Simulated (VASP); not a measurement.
Set up this calculation in VASP 6.6.1, as the native input.

| Quantity | Value |
| --- | --- |
| Task | single point |
| Functional | PBE |
| Potentials or basis | VASP PAW PBE potentials, release 64 (Na_pv, Ca_sv, Se) |
| Cutoff | 520 eV |
| k mesh | 6 × 6 × 6 |
| Occupations | gaussian, width 0.1 eV |
| Spin | no spin polarisation |
| Dipole correction | no |
| Further INCAR settings | ALGO = Normal; EDIFF = 1e-06; NBANDS = 36 |

The structure of NaCaSe6 lies in POSCAR:

```
NaCaSe6
1.0
    0.0000000000      5.3934418393      5.3934418393
    5.3934418393      0.0000000000      5.3934418393
    5.3934418393      5.3934418393      0.0000000000
Na Ca Se
1 1 6
Direct
    0.0000000000      0.0000000000      0.0000000000
    0.5000000000      0.5000000000      0.5000000000
    0.7544426671      0.2455573329      0.2455573329
    0.2455573329      0.7544426671      0.2455573329
    0.2455573329      0.2455573329      0.7544426671
    0.2455573329      0.7544426671      0.7544426671
    0.7544426671      0.2455573329      0.7544426671
    0.7544426671      0.7544426671      0.2455573329
```

One way to write it, as run:

INCAR

```
SYSTEM = NaCaSe6
ALGO = Normal
EDIFF = 1E-6
ENCUT = 520
GGA = PE
ISIF = 2
ISMEAR = 0
LASPH = .TRUE.
LCHARG = .TRUE.
LELF = .TRUE.
LREAL = .FALSE.
LVHAR = .TRUE.
LWAVE = .FALSE.
NBANDS = 36
NELM = 100
PREC = Accurate
SIGMA = 0.1
```

KPOINTS

```
k-points
0
G
  6 6 6
  0 0 0
```

Potentials or basis: VASP PAW PBE potentials, release 64 (Na_pv, Ca_sv, Se).

The run is started by

```bash
$ cat potpaw_PBE.64/Na_pv/POTCAR potpaw_PBE.64/Ca_sv/POTCAR potpaw_PBE.64/Se/POTCAR > POTCAR
$ mpirun -np 1 vasp_std > vasp.out
```

It gave:

```
Pressure      : 0.0 GPa
Largest force : 0.004 eV/Å
```

Wall time 2.1 min on 1 thread of Intel(R) Xeon(R) 6975P-C (Granite Rapids), on a shared host, peak memory 0.58 GiB.
